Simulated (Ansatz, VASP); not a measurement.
**V: VASP beside Ansatz**

File INCAR:

```
PREC = Accurate
ENCUT = 520
EDIFF = 1E-8
ISMEAR = -1
SIGMA = 0.08
LREAL = False
LASPH = True
NELM = 150
ALGO = Normal
ISIF = 2
LWAVE = False
LCHARG = False
ISPIN = 2
MAGMOM = 1.5
LORBIT = 11
LMAXMIX = 4
GGA = PE
LEFG = True
NBANDS = 16
```

KPOINTS

```
regular mesh
0
Gamma
  14 14 14
```

Contents of POSCAR:

```
V
1.0
    2.4487986509      0.0122439932      0.0122439932
    0.0122439932      2.4487986509      0.0122439932
    0.0122439932      0.0122439932      2.4487986509
V
1
Direct
    0.0000000000      0.0000000000      0.0000000000
```

Input for Ansatz:

```yaml
crystal:
  lattice:
    - [2.4487986509, 0.0122439932, 0.0122439932]
    - [0.0122439932, 2.4487986509, 0.0122439932]
    - [0.0122439932, 0.0122439932, 2.4487986509]
  atoms:
    - { symbol: V, position: [0.0, 0.0, 0.0], spin: 1.5 }
magnetization:
  spin_polarized: true
kpoints:
  mp_grid: { grid: [14, 14, 14] }
scf:
  occupations: { method: fermi_dirac, width: 0.08 }
hamiltonian:
  xc: pbe
  pseudopotentials: { kind: all_electron, datasets: crystal }
output:
  forces: true
  stress: true
  eigenvalues: true
  efg: { contact_densities: true }
```

Change from the starting cell: equal xy, yz and zx shear strains of +1 %, crystal datasets.

Alike in both runs: task electric field gradients; functional PBE; k mesh 14 × 14 × 14; occupations fermi-dirac, width 0.08 eV; collinear spin.

|  | VASP | Ansatz |
| --- | --- | --- |
| version | VASP 6.6.1 | Ansatz 0.2.0 |
| potentials or method | VASP PAW PBE potentials, release 64 (V_sv), cutoff 520 eV | all-electron PAW with datasets made for the crystal, scalar-relativistic |

```tsv
	VASP	Ansatz	Ansatz less VASP
pressure (GPa)	0.3	0.0	-0.34
traceless stress, the component that is largest in VASP (GPa)	1.32	1.32	0.000
net moment per atom (μB)	0.00	0.00	0.000
size of Vzz on the site where it differs most (V/Å²)	0.2	0.3	+0.11
```

Ansatz ran all-electron here, and VASP with PAW potentials. Ansatz's warnings: seeded moment not kept.
